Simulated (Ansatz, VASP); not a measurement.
# Co: VASP beside Ansatz

```xyz
2
Lattice="2.4715 0.0000 0.0000 -1.2358 2.1404 0.0000 0.0000 0.0000 4.0271" Properties=species:S:1:pos:R:3 pbc="T T T"
Co    0.0000    1.4269    1.0068
Co    1.2358    0.7135    3.0203
```

Alike in both runs: task single point; functional r2SCAN; k mesh 15 × 15 × 8; occupations gaussian, width 0.01 eV; collinear spin.

```csv
,VASP,Ansatz
version,VASP 6.6.1,Ansatz 0.2.0
potentials or method,"VASP PAW PBE potentials, release 64 (Co), cutoff 520 eV","plane waves (500 eV) with PAW, scalar-relativistic"
valence electrons in the cell,18,34
```

VASP gave:

```
pressure (GPa)                                                : -1.9
traceless stress, the component that is largest in VASP (GPa) : 0.25
net moment per atom (μB)                                      : 1.69
size of the moment on the site where the two differ most (μB) : 1.75
```

**Question.** What did Ansatz give for the same quantities?

**Answer.** Pressure (GPa): -1.8; traceless stress, the component that is largest in VASP (GPa): -0.02; net moment per atom (μB): 1.70; size of the moment on the site where the two differ most (μB): 1.84.

VASP's potentials were made for PBE, not for r2SCAN. Site moments also hang on the region over which each program counts them. VASP's potentials hold 18 valence electrons a cell and Ansatz's 34, so a difference there can come from the potentials and not from the codes. Ansatz's warnings: stability check not made.
